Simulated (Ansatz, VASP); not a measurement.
One calculation of WSe2, two programs

```
Se W
1.0
     3.28550    0.00000    0.00000
    -1.64275    2.84533    0.00000
     0.00000    0.00000   32.73758
Se W
2 1
Direct
  0.33333 0.66667 0.44854
  0.33333 0.66667 0.55146
  0.66667 0.33333 0.50000
```

Alike in both runs: task single point; functional PBE; dispersion D3(BJ); k mesh 9 × 9 × 1; occupations gaussian, width 0.02 eV; non-collinear spin, spin-orbit coupling.

```csv
,VASP,Ansatz
version,VASP 6.6.1,Ansatz 0.2.0
potentials or method,"VASP PAW PBE potentials, release 64 (Se, W_sv), cutoff 400 eV","plane waves, PAW"
valence electrons in the cell,26,46
```

```tsv
	VASP	Ansatz	Ansatz less VASP
net moment per atom (μB)	0.00	0.00	0.000
```

VASP's potentials hold 26 valence electrons a cell and Ansatz's 46, so a difference there can come from the potentials and not from the codes. Ansatz's warnings: xc potential rough in thin density.
